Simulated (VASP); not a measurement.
# Sc (Im-3m) in VASP: notebook

Sc is run at these levels: r2SCAN; tasks: relaxation of cell and atoms.

All numbers are computed with VASP 6.6.1; they aren't measurements. Logs are shortened: lines on timing, memory, paths and dates and some standing lists are left out, and cuts for length are marked.

### Step 1. The cell of the first run

It takes space group Im-3m (No. 229, cubic). Conventional cell: a = 3.680 Å, b = 3.680 Å, c = 3.680 Å, α = 90.00°, β = 90.00°, γ = 90.00°. Sc (site symmetry m-3m) has 14 Sc at 3.19 to 3.68 Å within 4.2 Å.

This isn't the form of Sc at room conditions, which is hcp.

### Step 2. Relaxation of cell and atoms, r2SCAN, target pressure 5 GPa, at which the enthalpy is minimised

The input, POSCAR:

```
Sc
1.0
   -1.8400000000      1.8400000000      1.8400000000
    1.8400000000     -1.8400000000      1.8400000000
    1.8400000000      1.8400000000     -1.8400000000
Sc
1
Direct
    0.0000000000      0.0000000000      0.0000000000
```

The input, INCAR.step1:

```
SYSTEM = Sc
ALGO = Normal
EDIFF = 1E-5
EDIFFG = -0.005
ENCUT = 550
GGA = PE
GGA_COMPAT = .False.
IBRION = 2
ISIF = 3
ISMEAR = 0
LASPH = .True.
LCHARG = .False.
LREAL = .False.
LWAVE = .True.
NELM = 120
NELMIN = 4
NSW = 100
PREC = Accurate
SIGMA = 0.1
```

The input, INCAR.step2:

```
SYSTEM = Sc
ALGO = Normal
EDIFF = 1E-7
EDIFFG = -0.01
ENCUT = 550
GGA_COMPAT = .False.
IBRION = 2
ISIF = 3
ISMEAR = 0
ISTART = 1
LASPH = .True.
LCHARG = .False.
LMIXTAU = .True.
LREAL = .False.
LWAVE = .False.
METAGGA = R2SCAN
NELM = 120
NELMIN = 4
NSW = 60
PREC = Accurate
PSTRESS = 50.0
SIGMA = 0.1
```

The input, KPOINTS:

```
k-points
0
Gamma
  9 9 9
  0 0 0
```

Potentials or basis: VASP PAW PBE potentials, release 64 (Sc_sv).

Started as:

```sh
$ cat potpaw_PBE.64/Sc_sv/POTCAR > POTCAR
$ cp INCAR.step1 INCAR
$ mpirun -np 1 vasp_std > vasp.out
$ cp INCAR.step2 INCAR
$ mpirun -np 1 vasp_std > vasp.out
```

OUTCAR:

```text
SYSTEM = Sc
   EDIFF = 1E-7
   EDIFFG = -0.01
   ENCUT = 550
   IBRION = 2
   ISIF = 3
   ISMEAR = 0
   ISTART = 1
   LASPH = .True.
   LREAL = .False.
   METAGGA = R2SCAN
   NELM = 120
   NELMIN = 4
   NSW = 60
   PREC = Accurate
   PSTRESS = 50.0

 ion  position               nearest neighbor table
   1  0.000  0.000  0.000-

  LATTYP: Found a body centered cubic cell.
 ALAT       =     3.6800000000

  Lattice vectors:

 A1 = (  -1.8400000000,   1.8400000000,   1.8400000000)
 A2 = (   1.8400000000,  -1.8400000000,   1.8400000000)
 A3 = (   1.8400000000,   1.8400000000,  -1.8400000000)

Analysis of symmetry for initial positions (statically):
=====================================================================
 Subroutine PRICEL returns:
 Original cell was already a primitive cell.

 Routine SETGRP: Setting up the symmetry group for a
 body centered cubic supercell.

 Subroutine GETGRP returns: Found 48 space group operations
 (whereof 48 operations were pure point group operations)
 out of a pool of 48 trial point group operations.

The static configuration has the point symmetry O_h .

Analysis of symmetry for dynamics (positions and initial velocities):
=====================================================================
 Subroutine PRICEL returns:
 Original cell was already a primitive cell.

 Routine SETGRP: Setting up the symmetry group for a
 body centered cubic supercell.

 Subroutine GETGRP returns: Found 48 space group operations
 (whereof 48 operations were pure point group operations)
 out of a pool of 48 trial point group operations.

The dynamic configuration has the point symmetry O_h .

 Subroutine INISYM returns: Found 48 space group operations
 (whereof 48 operations are pure point group operations),
 and found     1 'primitive' translations

----------------------------------------------------------------------------------------

                                     Primitive cell

  volume of cell :      24.9180

  direct lattice vectors                    reciprocal lattice vectors
    -1.840000000  1.840000000  1.840000000     0.000000000  0.271739130  0.271739130
     1.840000000 -1.840000000  1.840000000     0.271739130  0.000000000  0.271739130
     1.840000000  1.840000000 -1.840000000     0.271739130  0.271739130  0.000000000

  length of vectors
     3.186973486  3.186973486  3.186973486     0.384297164  0.384297164  0.384297164

  position of ions in fractional coordinates (direct lattice)
     0.000000000  0.000000000  0.000000000

  ion indices of the primitive-cell ions
   primitive index   ion index
                 1           1

----------------------------------------------------------------------------------------

 KPOINTS: k-points

Automatic generation of k-mesh.
 Grid dimensions read from file:
 generate k-points for:    9    9    9

 Generating k-lattice:

  Cartesian coordinates                     Fractional coordinates (reciprocal lattice)
     0.000000000  0.030193237  0.030193237     0.111111111  0.000000000  0.000000000
     0.030193237  0.000000000  0.030193237     0.000000000  0.111111111  0.000000000
     0.030193237  0.030193237  0.000000000     0.000000000  0.000000000  0.111111111

  Length of vectors
     0.042699685  0.042699685  0.042699685

  Shift w.r.t. Gamma in fractional coordinates (k-lattice)
     0.000000000  0.000000000  0.000000000

 Subroutine IBZKPT returns following result:
 ===========================================

 Found     35 irreducible k-points:

 Following reciprocal coordinates:
            Coordinates               Weight
  0.000000  0.000000  0.000000      1.000000
  0.111111  0.000000  0.000000     12.000000
  0.222222  0.000000  0.000000     12.000000
  0.333333  0.000000  0.000000     12.000000
  0.444444  0.000000  0.000000     12.000000
  0.111111  0.111111  0.000000     24.000000
[... 16 lines left out ...]
 -0.333333  0.444444  0.111111     48.000000
 -0.444444 -0.444444  0.111111     24.000000
 [... further k-points ...]
   k-points           NKPTS =     35   k-points in BZ     NKDIM =     35   number of bands    NBANDS=      9
   number of dos      NEDOS =    301   number of ions     NIONS =      1
   total plane-waves  NPLWV =  13824
   dimension x,y,z NGX =    24 NGY =   24 NGZ =   24
   dimension x,y,z NGXF=    48 NGYF=   48 NGZF=   48
   ions per type =               1
   NGX,Y,Z   is equivalent  to a cutoff of  12.52, 12.52, 12.52 a.u.
   NGXF,Y,Z  is equivalent  to a cutoff of  25.04, 25.04, 25.04 a.u.
 SYSTEM =  Sc
   PREC   = accura    normal or accurate (medium, high low for compatibility)
   ISTART =      1    job   : 0-new  1-cont  2-samecut
   ICHARG =      0    charge: 1-file 2-atom 10-const
   ISPIN  =      1    spin polarized calculation?
   LNONCOLLINEAR =      F non collinear calculations
   LSORBIT =      F    spin-orbit coupling
   LASPH  =      T    aspherical Exc in radial PAW
   ENCUT  =  550.0 eV  40.42 Ry    6.36 a.u.   6.09  6.09  6.09*2*pi/ulx,y,z
   NELM   =    120;   NELMIN=  4; NELMDL=  0     # of ELM steps
   EDIFF  = 0.1E-06   stopping-criterion for ELM
   LREAL  =      F    real-space projection
   EDIFFG = -.1E-01   stopping-criterion for IOM
   NSW    =     60    number of steps for IOM
   IBRION =      2    ionic relax: 0-MD 1-quasi-New 2-CG
   NFREE  =      1    steps in history (QN), initial steepest desc. (CG)
   ISIF   =      3    stress and relaxation
   ISYM   =      2    0-nonsym 1-usesym 2-fastsym
   POTIM  = 0.5000    time-step for ionic-motion
   TEBEG  =    0.0;   TEEND  =   0.0 temperature during run
   PSTRESS=   50.0 pullay stress
   NELECT =      11.0000    total number of electrons
   NUPDOWN=      -1.0000    fix difference up-down
   EMIN   =  10.00;   EMAX   =-10.00  energy-range for DOS
   EFERMI =   0.00;   METHOD = LEGACY
   ISMEAR =     0;   SIGMA  =   0.10  broadening in eV -4-tet -1-fermi 0-gaus
   EFERMI_NEDOS =   21; number of points for ismear=-14 and -15
   IALGO  =     38    algorithm
   IMIX   =      4    mixing-type and parameters
     AMIX     =   0.40;   BMIX     =  1.00
     AMIX_MAG =   1.60;   BMIX_MAG =  1.00
  volume/ion in A,a.u.               =      24.92       168.16
  Fermi-wavevector in a.u.,A,eV,Ry     =   1.246526  2.355592 21.141091  1.553826
  Thomas-Fermi vector in A             =   2.380699
   LORBIT       =      0    0 simple, 1 ext, 2 COOP (PROOUT), +10 PAW based schemes
   METAGGA = R2SCAN    functional components
   LHFCALC =     F    Hartree Fock is set to
   AEXX    =    0.0000 exact exchange contribution
   IVDW    =     0    specifies the selected vdW correction
   LEPSILON=     F    determine dielectric tensor
   LRPA    =     F    only Hartree local field effects (RPA)
 conjugate gradient relaxation of ions
 non-spin polarized calculation
 Gauss-broadening in eV      SIGMA  =   0.10
  energy-cutoff  :      550.00
  volume of cell :       24.92
 maximum number of plane-waves:       742
   NGX = 13   NGY = 13   NGZ = 13

--------------------------------------- Ionic step        1  -------------------------------------------

 number of electron      11.0000001 magnetization

 Free energy of the ion-electron system (eV)
  ---------------------------------------------------
  ext. energy  EPLUGINS =         0.00000000
  ---------------------------------------------------
  free energy    TOTEN  =       -11.28567470 eV

  energy without entropy =      -11.27481822  energy(sigma->0) =      -11.28024646

------------------------ aborting loop because EDIFF is reached ----------------------------------------

  FORCE on cell =-STRESS in cart. coord.  units (eV):
  Direction    XX          YY          ZZ          XY          YZ          ZX
  --------------------------------------------------------------------------------------
  -------------------------------------------------------------------------------------
  Total        0.0856141      0.0856141      0.0856141      0.0000000      0.0000000     -0.0000000
  in kB        5.5048095      5.5048095      5.5048095      0.0000000      0.0000000     -0.0000000
  external PRESSURE =     -44.4951905 kB  Pullay stress =      50.0000000 kB

 VOLUME and BASIS-vectors are now :
 -----------------------------------------------------------------------------
  energy-cutoff  :      550.00
  volume of cell :       24.92
      direct lattice vectors                 reciprocal lattice vectors
    -1.840000000  1.840000000  1.840000000     0.000000000  0.271739130  0.271739130
     1.840000000 -1.840000000  1.840000000     0.271739130  0.000000000  0.271739130
     1.840000000  1.840000000 -1.840000000     0.271739130  0.271739130  0.000000000
[... 44 lines left out ...]
  FREE ENERGIE OF THE ION-ELECTRON SYSTEM (eV)
  ---------------------------------------------------
  free  energy   TOTEN  =       -11.2300471082 eV

  energy  without entropy=      -11.2221399679  energy(sigma->0) =      -11.22609354

  enthalpy is  TOTEN    =       -10.5277289253 eV   P V=        0.7023181829

--------------------------------------- Ionic step        3  -------------------------------------------

 number of electron      11.0000000 magnetization

 Free energy of the ion-electron system (eV)
  ---------------------------------------------------
  ext. energy  EPLUGINS =         0.00000000
  ---------------------------------------------------
  free energy    TOTEN  =       -11.25737881 eV

  energy without entropy =      -11.24890863  energy(sigma->0) =      -11.25314372

 E-fermi :   4.2159     XC(G=0): -10.8567

 val. band max:        4.1464855920   @ k =   0.3333   0.2222   0.1111
 cond. band min:       4.2907472489   @ k =  -0.4444   0.4444   0.1111
 fundamental gap:      0.1442616568
 Fermi energy:         4.2159153241

 k-point     1 :       0.0000    0.0000    0.0000
  band No.  band energies     occupation
      1     -47.3453      2.00000
      2     -24.7374      2.00000
      3     -24.7374      2.00000
      4     -24.7374      2.00000
      5      -1.5047      2.00000
      6       6.0186      0.00000
      7       6.0186      0.00000
      8       6.0186      0.00000
      9       7.4644      0.00000

 k-point     2 :       0.1111    0.0000    0.0000
  band No.  band energies     occupation
      1     -47.3355      2.00000
      2     -24.7976      2.00000
      3     -24.7556      2.00000
      4     -24.7378      2.00000
      5      -1.1428      2.00000
      6       5.8318      0.00000
      7       5.9139      0.00000
      8       6.2847      0.00000
      9       7.2772      0.00000
[... 253 lines left out ...]
 k-point    24 :      -0.4444   -0.4444    0.1111
  band No.  band energies     occupation
      1     -47.2467      2.00000
      2     -25.1788      2.00000
      3     -24.9655      2.00000
      4     -24.8135      2.00000
      5       2.9839      2.00000
      6       3.9326      1.99994
      7       4.9929      0.00000
      8       6.9614      0.00000
      9       8.2939      0.00000

 [... further k-points ...]

------------------------ aborting loop because EDIFF is reached ----------------------------------------

  FORCE on cell =-STRESS in cart. coord.  units (eV):
  Direction    XX          YY          ZZ          XY          YZ          ZX
  --------------------------------------------------------------------------------------
  -------------------------------------------------------------------------------------
  Total        0.7227447      0.7227447      0.7227447      0.0000000      0.0000000      0.0000000
  in kB       49.8705198     49.8705198     49.8705198      0.0000000      0.0000000      0.0000000
  external PRESSURE =      -0.1294802 kB  Pullay stress =      50.0000000 kB

 VOLUME and BASIS-vectors are now :
 -----------------------------------------------------------------------------
  energy-cutoff  :      550.00
  volume of cell :       23.22
      direct lattice vectors                 reciprocal lattice vectors
    -1.797203255  1.797203255  1.797203255     0.000000000  0.278210046  0.278210046
     1.797203255 -1.797203255  1.797203255     0.278210046  0.000000000  0.278210046
     1.797203255  1.797203255 -1.797203255     0.278210046  0.278210046  0.000000000

 POSITION                                       TOTAL-FORCE (eV/Angst)
 -----------------------------------------------------------------------------------
      0.00000      0.00000      0.00000        -0.000000      0.000000      0.000000
 -----------------------------------------------------------------------------------
    total drift:                                0.000000      0.000000     -0.000000

  FREE ENERGIE OF THE ION-ELECTRON SYSTEM (eV)
  ---------------------------------------------------
  free  energy   TOTEN  =       -11.2573788074 eV

  energy  without entropy=      -11.2489086297  energy(sigma->0) =      -11.25314372

  enthalpy is  TOTEN    =       -10.5327576622 eV   P V=        0.7246211452

 reached required accuracy - stopping structural energy minimisation
```

Run time: 85 s. Hardware: 1 thread of Intel Xeon Platinum 8259CL at 2.50GHz (Skylake/Cascade Lake), shared host; peak memory 0.15 GiB.

Results:

```
Free energy                                                : -11.2574 eV
Relaxed volume                                             : 23.22 Å³/atom
Relaxed cell                                               : a = 3.113 Å, b = 3.113 Å, c = 3.113 Å, α = 109.47°, β = 109.47°, γ = 109.47°
Space group after relaxing (to 0.1 Å)                      : Im-3m (No. 229)
Energy change on relaxing (the run minimises the enthalpy) : +28.3 meV/atom
Ionic steps                                                : 3
Pressure after relaxing                                    : 5.0 GPa
Band gap on the k mesh                                     : zero (an odd number of electrons rules out a gap without spin polarisation)
```

The path:
```csv
step,energy change (eV),largest force (eV/Å),pressure (GPa),volume (Å³)
1,0.0000,0.0000,0.55,24.92
2,0.0556,0.0000,7.31,22.50
3,0.0283,0.0000,4.99,23.22
```

Final structure:
```yaml
crystal:
  lattice:
    - [-1.79720, 1.79720, 1.79720]
    - [1.79720, -1.79720, 1.79720]
    - [1.79720, 1.79720, -1.79720]
  atoms:
    - { symbol: Sc, position: [0.00000, 0.00000, 0.00000] }
```

Caveat: the cell is relaxed towards a set pressure, so the run minimises the enthalpy, not the energy; the PAW data sets were made with another functional, which shifts forces and pressure a little.

### Step 3. Relaxation of cell and atoms, r2SCAN, target pressure 10 GPa, at which the enthalpy is minimised

POSCAR is that of step 2.

The input, INCAR.step1:

```
PREC = Accurate ; ENCUT = 550
ISMEAR = 0 ; SIGMA = 0.1
LREAL = F ; LASPH = T
NELM = 120 ; GGA = PE
ALGO = Normal ; EDIFF = 1E-5
LWAVE = T ; LCHARG = F
GGA_COMPAT = F ; IBRION = 2
ISIF = 3 ; EDIFFG = -0.005
NELMIN = 4 ; NSW = 100
```

The input, INCAR.step2:

```
PREC = Accurate ; ENCUT = 550
EDIFF = 1E-7 ; ISMEAR = 0
SIGMA = 0.1 ; LREAL = F
LASPH = T ; NELM = 120
ALGO = Normal ; ISIF = 3
LWAVE = F ; LCHARG = F
METAGGA = R2SCAN ; LMIXTAU = T
IBRION = 2 ; NSW = 60
EDIFFG = -0.01 ; PSTRESS = 100.0
ISTART = 1 ; GGA_COMPAT = F
NELMIN = 4
```

The input, KPOINTS:

```
Automatic mesh
0
Gamma
  9 9 9
```

Potentials or basis: VASP PAW PBE potentials, release 64 (Sc_sv).

Started as:

```sh
$ cat potpaw_PBE.64/Sc_sv/POTCAR > POTCAR
$ cp INCAR.step1 INCAR
$ mpirun -np 1 vasp_std > vasp.out
$ cp INCAR.step2 INCAR
$ mpirun -np 1 vasp_std > vasp.out
```

It took 91 s on 1 thread of Intel Xeon Platinum 8259CL at 2.50GHz (Skylake/Cascade Lake), shared host; peak memory 0.15 GiB.

It converged, with:

* Free energy: -11.1904 eV
* Relaxed volume: 21.77 Å³/atom
* Relaxed cell: a = 3.047 Å, b = 3.047 Å, c = 3.047 Å, α = 109.47°, β = 109.47°, γ = 109.47°
* Space group after relaxing (to 0.1 Å): Im-3m (No. 229)
* Energy change on relaxing (the run minimises the enthalpy): +95.3 meV/atom
* Ionic steps: 3
* Pressure after relaxing: 10.0 GPa
* Band gap on the k mesh: zero (an odd number of electrons rules out a gap without spin polarisation)

Step by step:
```csv
step,energy change (eV),largest force (eV/Å),pressure (GPa),volume (Å³)
1,0.0000,0.0000,0.55,24.92
2,0.2478,0.0000,17.79,19.98
3,0.0953,0.0000,9.98,21.77
```

Final structure:
```cif
data_structure
_symmetry_space_group_name_H-M 'P 1'
_symmetry_Int_Tables_number 1
_cell_length_a 3.0465
_cell_length_b 3.0465
_cell_length_c 3.0465
_cell_angle_alpha 109.471
_cell_angle_beta 109.471
_cell_angle_gamma 109.471
_cell_volume 21.77
loop_
_atom_site_label
_atom_site_type_symbol
_atom_site_fract_x
_atom_site_fract_y
_atom_site_fract_z
_atom_site_occupancy
Sc1 Sc 0.00000 0.00000 0.00000 1
```

Levels at points of the mesh, in eV from the Fermi level:
```
           k point  band 3  band 4  band 5  band 6  band 7  band 8
(0.00, 0.00, 0.00)  -28.72  -28.72   -5.82    1.90    1.90    1.90
```

Caveat: the cell is relaxed towards a set pressure, so the run minimises the enthalpy, not the energy; the PAW data sets were made with another functional, which shifts forces and pressure a little.

(Part 1 of 2 ends here.)
